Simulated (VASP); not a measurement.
**Au2Br: single point with PBE**

Crystal: Au2Br.

```
Au Br
1.0
     4.66823    0.00000    0.00000
    -2.33412    4.04281    0.00000
     0.00000    0.00000    3.66849
Au Br
2 1
Direct
  0.33333 0.66667 0.50000
  0.66667 0.33333 0.50000
  0.00000 0.00000 0.00000
```

```yaml
Program: VASP 6.6.1
Task: single point
Functional: PBE
Potentials_or_basis: VASP PAW PBE potentials, release 64 (Au, Br)
Cutoff: 520 eV
k_mesh: 12 × 12 × 12
Occupations: gaussian, width 0.1 eV
Spin: no spin polarisation
```

The pressure is -0.1 GPa.

Levels at points of the mesh, in eV from the Fermi level:
| k point | band 13 | band 14 | band 15 | band 16 | band 17 | band 18 |
| --- | --- | --- | --- | --- | --- | --- |
| (0.00, 0.00, 0.00) | -2.08 | -1.25 | -1.25 | 4.36 | 4.36 | 5.24 |
| (0.50, 0.00, 0.00) | -1.64 | -1.07 | -0.84 | 1.51 | 5.81 | 6.89 |
| (0.00, 0.00, 0.50) | -0.93 | -0.93 | 0.14 | 1.45 | 6.98 | 6.98 |
| (0.50, 0.00, 0.50) | -1.71 | -1.27 | -0.42 | 2.22 | 3.37 | 3.97 |

Wall time 3.4 min on 1 thread of Oxide Virtual Turin-like Processor, with other jobs on the host, peak memory 0.28 GiB.

Caveat: spin-orbit coupling is left out, which moves the levels of the heavy elements; an odd number of electrons without spin polarisation forces a metal; a magnetic or distorted state may lie lower.
